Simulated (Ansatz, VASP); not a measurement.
# One calculation of InGe2O2, two programs

```
In Ge O
1.0
     3.61848    0.00000    0.00000
    -1.80924    3.13370    0.00000
     0.00000    0.00000    8.54901
In Ge O
1 2 2
Direct
  0.00000 0.00000 0.00000
  0.66667 0.33333 0.35036
  0.33333 0.66667 0.64964
  0.66667 0.33333 0.58203
  0.33333 0.66667 0.41797
```

Change from the starting cell: species swapped into the NdAl2Ge2 type (P-3m1, No. 164).

Alike in both runs: functional PBE; k mesh 12 × 12 × 6; occupations gaussian, width 0.1 eV; no spin polarisation.

Ansatz relaxed the structure, and its values are those at the end. VASP's run is a single point on that final structure, the one shown.

|  | VASP | Ansatz |
| --- | --- | --- |
| version | VASP 6.6.1 | Ansatz 0.2.0 |
| potentials or method | VASP PAW PBE potentials, release 64 (In_d, Ge_d, O), cutoff 520 eV | scalar-relativistic, plane waves, PAW |
| valence electrons in the cell | 53 | 53 |

|  | VASP | Ansatz | Ansatz less VASP |
| --- | --- | --- | --- |
| gap on the k mesh at the Fermi level (eV) | none | none | - |
| pressure (GPa) | 0.2 | 0.0 | -0.14 |
| rms of the force components (eV/Å) | 0.025 | 0.003 | -0.0223 |

A gap of «none» marks a metal or a gap that the smearing closes.
